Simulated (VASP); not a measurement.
Set up this calculation in VASP 6.6.1, as the native input.

| Quantity | Value |
| --- | --- |
| Task | single point |
| Functional | PBEsol |
| Potentials or basis | VASP PAW PBE potentials, release 64 (In_d, Sb) |
| Cutoff | 520 eV |
| k mesh | 10 × 10 × 10 |
| Occupations | gaussian, width 0.15 eV |
| Spin | no spin polarisation |
| Dipole correction | no |
| Further INCAR settings | ALGO = Normal; EDIFF = 1e-07; NBANDS = 22 |

The structure of InSb3 lies in POSCAR:

```
InSb3
1.0
    4.4165795923      0.0000000000      0.0000000000
    0.0000000000      4.4165795923      0.0000000000
    0.0000000000      0.0000000000      4.9863183597
In Sb
1 3
Direct
    0.0000000000      0.0000000000      0.0000000000
    0.5000000000      0.0000000000      0.5000000000
    0.0000000000      0.5000000000      0.5000000000
    0.5000000000      0.5000000000      0.0000000000
```

This cell differs from its parent crystal: volume 24.316 Å^3 an atom, c/a of the conventional cell 1.1290.

The input as run:

INCAR

```
SYSTEM = InSb3
PREC = Accurate ; ENCUT = 520
EDIFF = 1E-7 ; ISMEAR = 0
SIGMA = 0.15 ; LREAL = .False.
LASPH = .True. ; NELM = 60
ALGO = Normal ; ISIF = 2
LWAVE = .False. ; LCHARG = .False.
GGA = PS ; NBANDS = 22
```

KPOINTS

```
Automatic mesh
0
Gamma
  10 10 10
  0 0 0
```

Potentials or basis: VASP PAW PBE potentials, release 64 (In_d, Sb).

Command:

```sh
$ cat potpaw_PBE.64/In_d/POTCAR potpaw_PBE.64/Sb/POTCAR > POTCAR
$ mpirun -np 1 vasp_std > vasp.out
```

It gave:

```
Pressure               : 6.1 GPa
Band gap on the k mesh : zero (band 14 reaches 12.28 eV, above the bottom of band 15 at 7.78 eV)
```

Caveat: the PAW data sets were made with another functional, which shifts forces and pressure a little; spin-orbit coupling is left out, which moves the levels of the heavy elements.

Run time: 2.7 min on 1 thread of Intel Xeon 6975P-C (shared host), peak memory 0.4 GiB.
